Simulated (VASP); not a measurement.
# C62N (a cell with a defect) in VASP: single point with PBEsol

Aim: the single point of C62N (a cell with a defect) with PBEsol.

Everything below comes from runs of VASP 6.6.1. Logs are shortened: lines on timing, memory, paths and dates and some standing lists are left out, and cuts for length are marked.

### Step 1. The cell of the first run

The cell holds a defect, 63 atoms: a = 7.140 Å, b = 7.140 Å, c = 7.140 Å, α = 90.00°, β = 90.00°, γ = 90.00°.

### Step 2. Single point, PBEsol

File INCAR:

```
SYSTEM = C62N
ALGO = Normal
EDIFF = 1E-6
ENCUT = 520
GGA = PS
ISIF = 2
ISMEAR = 0
LASPH = .True.
LCHARG = .False.
LREAL = Auto
LWAVE = .False.
NBANDS = 164
NELECT = 252.0
NELM = 100
PREC = Accurate
SIGMA = 0.05
```

File KPOINTS:

```
k-points
0
Gamma
  2 2 2
  0 0 0
```

File POSCAR:

```
C62N
1.0
    7.1400000000      0.0000000000      0.0000000000
    0.0000000000      7.1400000000      0.0000000000
    0.0000000000      0.0000000000      7.1400000000
C N
62 1
Direct
    0.5001058824     -0.0011575630      0.0011421569
    0.6253557423      0.1224040616      0.1267530812
    0.7476885154      0.2470698880     -0.0004413165
    0.8746180672      0.3746722689      0.1249308123
    0.7512018207     -0.0028963585      0.2528973389
    0.8756540616      0.1242998599      0.3755761905
    0.0006081232     -0.0035558824      0.0029390756
    0.1246812325      0.1237570028      0.1252155462
    0.2494620448      0.2490780112     -0.0007984594
    0.3764753501      0.3731682073      0.1237151261
    0.4989787115      0.4979917367     -0.0012759104
    0.6271897759      0.6230760504      0.1280684874
    0.7517320728      0.7465959384      0.0027663866
    0.8757072829      0.8662929972      0.1329473389
    0.2504857143      0.0005040616      0.2499268908
    0.3715785714      0.1276925770      0.3753889356
    0.4990278711      0.2478799720      0.2499217087
    0.6262897759      0.3749560224      0.3765728291
    0.7393980392      0.4872417367      0.2405014006
    0.4964584034      0.0030001401      0.5021331933
    0.6224704482      0.1237908964      0.6269836134
    0.7500822129      0.2493051821      0.5004799720
    0.8622154062      0.3650268908      0.6342259104
    0.7477317927     -0.0000701681      0.7529093838
    0.8730600840      0.1214205882      0.8781918768
    0.0003208683      0.4991938375     -0.0008392157
    0.1284369748      0.6230871148      0.1235673669
    0.2513439776      0.7506865546     -0.0013656863
    0.3757883754      0.8743037815      0.1258495798
   -0.0016585434      0.2503201681      0.2481037815
    0.1199998599      0.3844448179      0.3651243697
    0.2537417367      0.4997488796      0.2455110644
    0.3763878151      0.6246079832      0.3747467787
    0.5009126050      0.7489638655      0.2513212885
    0.6246504202      0.8741236695      0.3770226891
   -0.0002347339     -0.0004773109      0.4998018207
    0.1227652661      0.1265067227      0.6241502801
    0.2434750700      0.2564693277      0.4994040616
    0.3723189076      0.3765047619      0.6235787115
    0.4998899160      0.4999605042      0.4997071429
    0.6256788515      0.6239585434      0.6242120448
    0.7342221289      0.7634978992      0.5138502801
    0.8744130252      0.8735236695      0.6238221289
    0.2488617647      0.0010526611      0.7501242297
    0.3742841737      0.1244061625      0.8753474790
    0.4975179272      0.2502509804      0.7496960784
    0.6229558824      0.3732512605      0.8758366947
    0.7503441176      0.4997630252      0.7495089636
    0.8758043417      0.6235264706      0.8750385154
    0.0138602241      0.7465977591      0.2509640056
    0.1272810924      0.8735816527      0.3770777311
    0.1256282913      0.6328518207      0.6212631653
    0.2530169468      0.7518935574      0.5007558824
    0.3757225490      0.8763705882      0.6268610644
   -0.0011995798      0.2500680672      0.7496025210
    0.1237037815      0.3747591036      0.8738261905
    0.2460917367      0.4999945378      0.7461397759
    0.3741731092      0.6249577031      0.8743196078
    0.4989759104      0.7504550420      0.7525612045
    0.6256459384      0.8729736695      0.8777471989
   -0.0015313725      0.7494577031      0.7483978992
    0.1247211485      0.8747407563      0.8753845938
   -0.0118614846      0.5405992997      0.4454497199
```

Potentials or basis: VASP PAW PBE potentials, release 64 (C, N).

Launch:

```sh
$ cat potpaw_PBE.64/C/POTCAR potpaw_PBE.64/N/POTCAR > POTCAR
$ mpirun -np 1 vasp_std > vasp.out
```

OUTCAR:

```text
SYSTEM = C62N
   EDIFF = 1E-6
   ENCUT = 520
   GGA = PS
   ISIF = 2
   ISMEAR = 0
   LASPH = .True.
   LREAL = Auto
   NELECT = 252.0
   NELM = 100
   PREC = Accurate

 ion  position               nearest neighbor table
   1  0.500  0.999  0.001-  29 1.54   2 1.54  60 1.55  45 1.55
   2  0.625  0.122  0.127-   3 1.54   1 1.54  17 1.55   5 1.56
   3  0.748  0.247  1.000-  25 1.54   2 1.54  47 1.54   4 1.57
   4  0.875  0.375  0.125-  19 1.50  30 1.53  26 1.55   3 1.57
   5  0.751  0.997  0.253-  35 1.54   6 1.54  14 1.55   2 1.56
   6  0.876  0.124  0.376-  36 1.54   5 1.54  22 1.55  30 1.55
[... 10 lines left out ...]
  17  0.499  0.248  0.250-  16 1.54  10 1.54   2 1.55  18 1.57
[... 30 lines left out ...]
  48  0.750  0.500  0.750-  23 1.50  41 1.54  49 1.54  47 1.57
  49  0.876  0.624  0.875-  26 1.54  48 1.54  13 1.55  61 1.55
  50  0.014  0.747  0.251-  27 1.51  51 1.51  14 1.55
  51  0.127  0.874  0.377-  50 1.51  53 1.53  36 1.55  15 1.56
  52  0.126  0.633  0.621-  53 1.51  61 1.53  57 1.56  63 1.72
  53  0.253  0.752  0.501-  52 1.51  51 1.53  54 1.54  33 1.55
  54  0.376  0.876  0.627-  20 1.53  53 1.54  44 1.55  59 1.55
  55  0.999  0.250  0.750-  23 1.52  37 1.54  56 1.54  25 1.58
  56  0.124  0.375  0.874-  26 1.54  55 1.54  57 1.55   9 1.55
  57  0.246  0.500  0.746-  39 1.53  56 1.55  52 1.56  58 1.57
  58  0.374  0.625  0.874-  59 1.53  28 1.54  11 1.55  57 1.57
  59  0.499  0.750  0.753-  58 1.53  60 1.54  54 1.55  41 1.57
  60  0.626  0.873  0.878-  24 1.54  59 1.54   1 1.55  13 1.56
  61  0.998  0.749  0.748-  52 1.53  43 1.54  49 1.55  62 1.56
  62  0.125  0.875  0.875-   7 1.54  28 1.54  44 1.55  61 1.56
  63  0.988  0.541  0.445-  31 1.57  52 1.72

  LATTYP: Found a simple cubic cell.
 ALAT       =     7.1400000000

  Lattice vectors:

 A1 = (   7.1400000000,   0.0000000000,   0.0000000000)
 A2 = (   0.0000000000,   7.1400000000,   0.0000000000)
 A3 = (   0.0000000000,   0.0000000000,   7.1400000000)

Analysis of symmetry for initial positions (statically):
=====================================================================
 Subroutine PRICEL returns:
 Original cell was already a primitive cell.

 Routine SETGRP: Setting up the symmetry group for a
 simple cubic supercell.

 Subroutine GETGRP returns: Found  1 space group operations
 (whereof  1 operations were pure point group operations)
 out of a pool of 48 trial point group operations.

The static configuration has the point symmetry C_1 .

Analysis of symmetry for dynamics (positions and initial velocities):
=====================================================================
 Subroutine PRICEL returns:
 Original cell was already a primitive cell.

 Routine SETGRP: Setting up the symmetry group for a
 simple cubic supercell.

 Subroutine GETGRP returns: Found  1 space group operations
 (whereof  1 operations were pure point group operations)
 out of a pool of 48 trial point group operations.

The dynamic configuration has the point symmetry C_1 .

 Subroutine INISYM returns: Found  1 space group operations
 (whereof  1 operations are pure point group operations),
 and found     1 'primitive' translations

----------------------------------------------------------------------------------------

                                     Primitive cell

  volume of cell :     363.9943

  direct lattice vectors                    reciprocal lattice vectors
     7.140000000  0.000000000  0.000000000     0.140056022  0.000000000  0.000000000
     0.000000000  7.140000000  0.000000000     0.000000000  0.140056022  0.000000000
     0.000000000  0.000000000  7.140000000     0.000000000  0.000000000  0.140056022

  length of vectors
     7.140000000  7.140000000  7.140000000     0.140056022  0.140056022  0.140056022

  position of ions in fractional coordinates (direct lattice)
     0.500105882  0.998842437  0.001142157
     0.625355742  0.122404062  0.126753081
[... 134 lines left out ...]
 generate k-points for:    2    2    2

 Generating k-lattice:

  Cartesian coordinates                     Fractional coordinates (reciprocal lattice)
     0.070028011  0.000000000  0.000000000     0.500000000  0.000000000  0.000000000
     0.000000000  0.070028011  0.000000000     0.000000000  0.500000000  0.000000000
     0.000000000  0.000000000  0.070028011     0.000000000  0.000000000  0.500000000

  Length of vectors
     0.070028011  0.070028011  0.070028011

  Shift w.r.t. Gamma in fractional coordinates (k-lattice)
     0.000000000  0.000000000  0.000000000

 Subroutine IBZKPT returns following result:
 ===========================================

 Found      8 irreducible k-points:

 Following reciprocal coordinates:
            Coordinates               Weight
  0.000000  0.000000  0.000000      1.000000
  0.500000  0.000000  0.000000      1.000000
  0.000000  0.500000  0.000000      1.000000
  0.000000  0.000000  0.500000      1.000000
  0.500000  0.500000  0.000000      1.000000
  0.000000  0.500000  0.500000      1.000000
  0.500000  0.000000  0.500000      1.000000
  0.500000  0.500000  0.500000      1.000000
   k-points           NKPTS =      8   k-points in BZ     NKDIM =      8   number of bands    NBANDS=    164
   number of dos      NEDOS =    301   number of ions     NIONS =     63
   total plane-waves  NPLWV = 157464
   dimension x,y,z NGX =    54 NGY =   54 NGZ =   54
   dimension x,y,z NGXF=   108 NGYF=  108 NGZF=  108
   ions per type =              62   1
   NGX,Y,Z   is equivalent  to a cutoff of  12.57, 12.57, 12.57 a.u.
   NGXF,Y,Z  is equivalent  to a cutoff of  25.15, 25.15, 25.15 a.u.
 SYSTEM =  C62N
   PREC   = accura    normal or accurate (medium, high low for compatibility)
   ISTART =      0    job   : 0-new  1-cont  2-samecut
   ICHARG =      2    charge: 1-file 2-atom 10-const
   ISPIN  =      1    spin polarized calculation?
   LNONCOLLINEAR =      F non collinear calculations
   LSORBIT =      F    spin-orbit coupling
   LASPH  =      T    aspherical Exc in radial PAW
   ENCUT  =  520.0 eV  38.22 Ry    6.18 a.u.  13.28 13.28 13.28*2*pi/ulx,y,z
   NELM   =    100;   NELMIN=  2; NELMDL= -5     # of ELM steps
   EDIFF  = 0.1E-05   stopping-criterion for ELM
   LREAL  =      T    real-space projection
   EDIFFG = 0.1E-04   stopping-criterion for IOM
   NSW    =      0    number of steps for IOM
   IBRION =     -1    ionic relax: 0-MD 1-quasi-New 2-CG
   NFREE  =      0    steps in history (QN), initial steepest desc. (CG)
   ISIF   =      2    stress and relaxation
   ISYM   =      2    0-nonsym 1-usesym 2-fastsym
   POTIM  = 0.5000    time-step for ionic-motion
   TEBEG  =    0.0;   TEEND  =   0.0 temperature during run
   PSTRESS=    0.0 pullay stress
   NELECT =     252.0000    total number of electrons
   NUPDOWN=      -1.0000    fix difference up-down
   EMIN   =  10.00;   EMAX   =-10.00  energy-range for DOS
   EFERMI =   0.00;   METHOD = LEGACY
   ISMEAR =     0;   SIGMA  =   0.05  broadening in eV -4-tet -1-fermi 0-gaus
   EFERMI_NEDOS =   21; number of points for ismear=-14 and -15
   IALGO  =     38    algorithm
   IMIX   =      4    mixing-type and parameters
     AMIX     =   0.40;   BMIX     =  1.00
     AMIX_MAG =   1.60;   BMIX_MAG =  1.00
  volume/ion in A,a.u.               =       5.78        38.99
  Fermi-wavevector in a.u.,A,eV,Ry     =   1.448250  2.736795 28.537232  2.097427
  Thomas-Fermi vector in A             =   2.566112
   LORBIT       =      0    0 simple, 1 ext, 2 COOP (PROOUT), +10 PAW based schemes
   GGA     = PS    functional components
   LHFCALC =     F    Hartree Fock is set to
   AEXX    =    0.0000 exact exchange contribution
   IVDW    =     0    specifies the selected vdW correction
   LEPSILON=     F    determine dielectric tensor
   LRPA    =     F    only Hartree local field effects (RPA)
 non-spin polarized calculation
 Gauss-broadening in eV      SIGMA  =   0.05
  energy-cutoff  :      520.00
  volume of cell :      363.99
 maximum number of plane-waves:      9808
 NGX is ok and might be reduce to    54
   NGX = 27   NGY = 27   NGZ = 27

 number of electron     252.0000000 magnetization

 Free energy of the ion-electron system (eV)
  ---------------------------------------------------
  ext. energy  EPLUGINS =         0.00000000
  ---------------------------------------------------
  free energy    TOTEN  =      -606.51606893 eV

  energy without entropy =     -606.50802372  energy(sigma->0) =     -606.51204633

 E-fermi :  10.2262     XC(G=0): -13.3250

 val. band max:       10.2155366450   @ k =   0.0000   0.0000   0.0000
 cond. band min:      10.2494645004   @ k =   0.0000   0.0000   0.5000
 fundamental gap:      0.0339278553
 Fermi energy:        10.2262047472

 k-point     1 :       0.0000    0.0000    0.0000
  band No.  band energies     occupation
      1     -12.0070      2.00000
      2      -9.9537      2.00000
      3      -9.8482      2.00000
      4      -9.7481      2.00000
      5      -9.7366      2.00000
      6      -9.6682      2.00000
[... 1117 lines left out ...]
    137      15.3422      0.00000
    138      15.3474      0.00000
 [bands above 138 left out]

------------------------ aborting loop because EDIFF is reached ----------------------------------------

  FORCE on cell =-STRESS in cart. coord.  units (eV):
  Direction    XX          YY          ZZ          XY          YZ          ZX
  --------------------------------------------------------------------------------------
  -------------------------------------------------------------------------------------
  Total      -18.2238770    -28.5720703    -29.2090864      3.9912147      4.1085049     -5.1880408
  in kB      -80.2152095   -125.7643807   -128.5683055     17.5679482     18.0842190    -22.8359629
  external PRESSURE =    -111.5159652 kB  Pullay stress =       0.0000000 kB

 VOLUME and BASIS-vectors are now :
 -----------------------------------------------------------------------------
  energy-cutoff  :      520.00
  volume of cell :      363.99
      direct lattice vectors                 reciprocal lattice vectors
     7.140000000  0.000000000  0.000000000     0.140056022  0.000000000  0.000000000
     0.000000000  7.140000000  0.000000000     0.000000000  0.140056022  0.000000000
     0.000000000  0.000000000  7.140000000     0.000000000  0.000000000  0.140056022

 POSITION                                       TOTAL-FORCE (eV/Angst)
 -----------------------------------------------------------------------------------
      3.57076      7.13174      0.00816        -0.008912      0.006827     -0.018237
      4.46504      0.87396      0.90502        -0.011214      0.026128     -0.009558
      5.33850      1.76408      7.13685        -0.035810      0.052152      0.012693
      6.24477      2.67516      0.89201         0.036151      0.248640      0.176838
      5.36358      7.11932      1.80569        -0.022079      0.054845     -0.025227
      6.25217      0.88750      2.68161        -0.024060      0.029976     -0.012351
[... 55 lines left out ...]
      0.89051      6.24565      6.25025        -0.055929     -0.056201     -0.083376
      7.05531      3.85988      3.18051         2.594193     -2.648846      4.017780
 -----------------------------------------------------------------------------------
    total drift:                               -0.001133      0.076946     -0.009262

  FREE ENERGIE OF THE ION-ELECTRON SYSTEM (eV)
  ---------------------------------------------------
  free  energy   TOTEN  =      -606.5160689334 eV

  energy  without entropy=     -606.5080237191  energy(sigma->0) =     -606.51204633
```

Run time: 30 min. Hardware: 1 thread of Intel Xeon 8259CL, shared host; peak memory 0.58 GiB.

Results:

- Free energy: -606.5161 eV
- Largest force: 5.467 eV/Å

Forces in eV/Å, atoms in the order of the input:
```
C   -0.009  0.007 -0.018
C   -0.011  0.026 -0.010
C   -0.036  0.052  0.013
C    0.036  0.249  0.177
C   -0.022  0.055 -0.025
C   -0.024  0.030 -0.012
C    0.012  0.142 -0.146
C   -0.048  0.065  0.002
C   -0.011  0.009 -0.010
C   -0.043  0.054 -0.012
C   -0.113  0.054 -0.114
C   -0.193 -0.021 -0.146
C   -0.032  0.026 -0.067
C    0.008  0.127 -0.089
C    0.001  0.038 -0.062
C   -0.001 -0.025  0.053
C   -0.049 -0.006 -0.047
C   -0.038  0.117 -0.013
C   -0.699  0.176 -0.409
C   -0.026  0.035 -0.062
C    0.040  0.067 -0.078
C   -0.114 -0.034 -0.088
C    0.366  0.640 -0.721
C   -0.016 -0.021 -0.069
C    0.029  0.138 -0.117
C   -0.028  0.018  0.016
C   -0.285 -0.063  0.194
C   -0.030  0.041  0.000
C   -0.049  0.011 -0.016
C   -0.014  0.071  0.112
C    0.175 -0.096  0.517
C   -0.006  0.018  0.075
C   -0.022  0.032 -0.019
C   -0.056  0.032 -0.045
C   -0.122  0.102 -0.002
C   -0.013  0.023  0.015
C    0.027 -0.015 -0.019
C    0.168 -0.166 -0.082
C    0.021 -0.031  0.004
C   -0.031 -0.010  0.025
C   -0.055 -0.007 -0.046
C   -0.175  0.038 -0.302
C    0.011 -0.036 -0.097
C    0.001  0.000 -0.006
C    0.010  0.002 -0.001
C   -0.003 -0.009 -0.005
C    0.042  0.054 -0.061
C   -0.085  0.073 -0.015
C   -0.020  0.033 -0.036
C   -0.181  1.027 -0.798
C   -0.191 -0.038  0.015
C   -0.530 -0.528 -0.840
C    0.072  0.081 -0.044
C   -0.049 -0.010 -0.074
C    0.036  0.052 -0.074
C    0.004  0.032 -0.023
C    0.036  0.018 -0.009
C   -0.131 -0.069 -0.086
C   -0.027  0.018 -0.031
C   -0.018  0.017 -0.027
C   -0.024 -0.012 -0.080
C   -0.056 -0.056 -0.083
N    2.594 -2.649  4.018
```

Levels at points of the mesh, in eV from the Fermi level:
| k point | band 122 | band 123 | band 124 | band 125 | band 126 | band 127 | band 128 | band 129 | band 130 | band 131 |
| --- | --- | --- | --- | --- | --- | --- | --- | --- | --- | --- |
| (0.00, 0.00, 0.00) | -3.01 | -1.65 | -1.59 | -1.51 | -0.01 | 0.69 | 0.83 | 1.82 | 3.02 | 3.60 |
| (0.50, 0.00, 0.00) | -2.79 | -2.60 | -2.56 | -2.06 | -0.33 | 0.29 | 0.40 | 1.96 | 3.22 | 3.60 |
| (0.00, 0.50, 0.00) | -2.72 | -2.60 | -2.44 | -2.11 | -0.26 | 0.04 | 0.37 | 2.39 | 3.03 | 3.61 |
| (0.00, 0.00, 0.50) | -2.69 | -2.59 | -2.39 | -2.14 | -0.25 | 0.02 | 0.32 | 2.43 | 3.28 | 3.56 |
| (0.50, 0.50, 0.00) | -2.58 | -2.39 | -1.68 | -1.53 | -0.31 | 0.12 | 0.52 | 2.52 | 4.02 | 4.58 |
| (0.00, 0.50, 0.50) | -2.50 | -2.38 | -1.69 | -1.66 | -0.69 | 0.48 | 0.65 | 2.22 | 3.87 | 4.70 |
| (0.50, 0.00, 0.50) | -2.53 | -2.39 | -1.68 | -1.57 | -0.39 | 0.17 | 0.61 | 2.49 | 3.67 | 4.70 |
| (0.50, 0.50, 0.50) | -2.51 | -2.49 | -2.48 | -2.18 | -0.16 | 0.27 | 0.58 | 2.25 | 3.61 | 4.74 |

Caveat: the k points lie up to 0.44 Å⁻¹ apart; the cell carries a net charge on a neutralising background, which shifts energy and pressure; the cell is charged against a uniform background, so pressure and absolute levels hang on convention; the PAW data sets were made with another functional, which shifts forces and pressure a little.
